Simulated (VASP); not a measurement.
Wanted: the native input for a VASP 6.6.1 run.

```yaml
Task: single point
Functional: LDA
Potentials_or_basis: VASP PAW LDA potentials, release 64 (Ti_sv, Si)
Cutoff: 520 eV
k_mesh: 6 × 6 × 6
Occupations: fermi-dirac, width 0.1 eV
Spin: no spin polarisation
Dipole_correction: no
Further_INCAR_settings: ALGO = Normal; EDIFF = 1e-06; NBANDS = 28
```

The structure of Ti3Si lies in POSCAR:

```
Ti3Si
1.0
    0.0000000000      3.1179315910      3.1179315910
    3.1179315910      0.0000000000      3.1179315910
    3.1179315910      3.1179315910      0.0000000000
Ti Si
3 1
Direct
    0.7500000000      0.7500000000      0.7500000000
    0.2500000000      0.2500000000      0.2500000000
    0.0000000000      0.0000000000      0.0000000000
    0.5000000000      0.5000000000      0.5000000000
```

These files were run (other wordings do the same):

INCAR

```
SYSTEM = Ti3Si
ALGO = Normal ; EDIFF = 1E-6
ENCUT = 520 ; GGA = CA
ISIF = 2 ; ISMEAR = -1
LASPH = .True. ; LCHARG = .False.
LREAL = .False. ; LWAVE = .False.
NBANDS = 28 ; NELM = 100
PREC = Accurate ; SIGMA = 0.1
```

KPOINTS

```
k-points
0
Gamma
  6 6 6
  0 0 0
```

Potentials or basis: VASP PAW LDA potentials, release 64 (Ti_sv, Si).

Command:

```sh
$ cat potpaw_LDA.64/Ti_sv/POTCAR potpaw_LDA.64/Si/POTCAR > POTCAR
$ mpirun -np 1 vasp_std > vasp.out
```

Results of the run:

| Property | Result |
| --- | --- |
| Pressure | -5.8 GPa |
| Band gap on the k mesh | zero (band 20 reaches 9.49 eV, above the bottom of band 21 at 9.12 eV) |

Wall time 51 s on 1 thread of AMD EPYC 7R13 Processor (Zen 3), on a shared host, peak memory 0.14 GiB.
